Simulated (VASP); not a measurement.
Write the native input for VASP 6.6.1 that does the following.

| Quantity | Value |
| --- | --- |
| Task | single point |
| Functional | PBEsol-based screened hybrid with 25 % exact exchange |
| Potentials or basis | VASP PAW PBE potentials, release 64 (In_d) |
| Cutoff | 520 eV |
| k mesh | 6 × 6 × 6 |
| Occupations | fermi-dirac, width 0.05 eV |
| Spin | no spin polarisation |
| Dipole correction | no |
| Grid for exact exchange (PRECFOCK) | Normal |
| Share of exact exchange | 0.25 |
| Further INCAR settings | ALGO = Normal; EDIFF = 1e-06; NBANDS = 12 |
| Screening parameter | 0.207 1/Å |

The system is In.

```
In
1.0
    -1.62280    1.62280    2.35694
     1.62280   -1.62280    2.35694
     1.62280    1.62280   -2.35694
In
1
Direct
  0.00000 0.00000 0.00000
```

One way to write it, as run:

POSCAR

```
In
1.0
   -1.6228007690      1.6228007690      2.3569413424
    1.6228007690     -1.6228007690      2.3569413424
    1.6228007690      1.6228007690     -2.3569413424
In
1
Direct
    0.0000000000      0.0000000000      0.0000000000
```

INCAR.step1

```
ALGO = Normal
EDIFF = 1E-5
ENCUT = 520
GGA = PE
ISIF = 2
ISMEAR = -1
LASPH = T
LCHARG = F
LREAL = F
LWAVE = T
NBANDS = 12
NELM = 100
PREC = Accurate
SIGMA = 0.05
```

INCAR.step2

```
AEXX = 0.25
ALGO = Normal
EDIFF = 1E-6
ENCUT = 520
GGA = PS
HFSCREEN = 0.207
ISIF = 2
ISMEAR = -1
ISTART = 1
LASPH = T
LCHARG = F
LHFCALC = T
LREAL = F
LWAVE = F
NBANDS = 12
NELM = 100
PREC = Accurate
PRECFOCK = Normal
SIGMA = 0.05
```

KPOINTS

```
k-points
0
Gamma
  6 6 6
```

Potentials or basis: VASP PAW PBE potentials, release 64 (In_d).

The run is started by

```sh
$ cat potpaw_PBE.64/In_d/POTCAR > POTCAR
$ cp INCAR.step1 INCAR
$ mpirun -np 1 vasp_std > vasp.out
$ cp INCAR.step2 INCAR
$ mpirun -np 1 vasp_std > vasp.out
```

Results of the run:

```
Pressure               : -0.9 GPa
Band gap on the k mesh : zero (an odd number of electrons rules out a gap without spin polarisation)
```

Caveat: the k points lie up to 0.39 Å⁻¹ apart, too coarse for converged energies and pressures of a metal; the PAW data sets were made with another functional, which shifts forces and pressure a little; spin-orbit coupling is left out, which moves the levels of the heavy elements.

It took 26 min on 1 thread of Intel(R) Xeon(R) Platinum 8259CL CPU @ 2.50GHz (Skylake/Cascade Lake), on a shared host, peak memory 0.26 GiB.
